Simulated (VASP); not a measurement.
Set up this calculation in VASP 6.6.1, as the native input.

```
Task                   : single point
Functional             : PBE
Potentials or basis    : VASP PAW PBE potentials, release 64 (Ti_sv, N)
Cutoff                 : 520 eV
k mesh                 : 14 × 14 × 14
Occupations            : methfessel-paxton, width 0.1 eV
Spin                   : no spin polarisation
Dipole correction      : no
Further INCAR settings : ALGO = Normal; EDIFF = 1e-06; NBANDS = 44
```

The structure of TiN lies in POSCAR:

```
TiN
1.0
    4.2466795374      0.0000000000      0.0000000000
    0.0000000000      4.2466795374      0.0000000000
    0.0000000000      0.0000000000      4.2466795374
Ti N
4 4
Direct
    0.0000000000      0.0000000000      0.0000000000
    0.0000000000      0.5000000000      0.5000000000
    0.5000000000      0.0000000000      0.5000000000
    0.5000000000      0.5000000000      0.0000000000
    0.5000000000      0.0000000000      0.0000000000
    0.5000000000      0.5000000000      0.5000000000
    0.0000000000      0.0000000000      0.5000000000
    0.0000000000      0.5000000000      0.0000000000
```

The input as run:

INCAR

```
  PREC = Accurate
  ENCUT = 520
  EDIFF = 1E-6
  ISMEAR = 1
  SIGMA = 0.1
  LREAL = False
  LASPH = True
  NELM = 100
  ALGO = Normal
  ISIF = 2
  LWAVE = False
  LCHARG = False
  GGA = PE
  NBANDS = 44
```

KPOINTS

```
regular mesh
0
Gamma
  14 14 14
```

Potentials or basis: VASP PAW PBE potentials, release 64 (Ti_sv, N).

Command:

```console
$ cat potpaw_PBE.64/Ti_sv/POTCAR potpaw_PBE.64/N/POTCAR > POTCAR
$ mpirun -np 1 vasp_std > vasp.out
```

Results of the run:

| Item | Value |
| --- | --- |
| Pressure | 0.6 GPa |
| Band gap on the k mesh | zero (band 34 reaches 13.07 eV, above the bottom of band 35 at 9.01 eV) |

Run time: 4.6 min on 1 thread of Intel(R) Xeon(R) Platinum 8259CL CPU @ 2.50GHz (Skylake/Cascade Lake), on a shared host, peak memory 0.39 GiB.
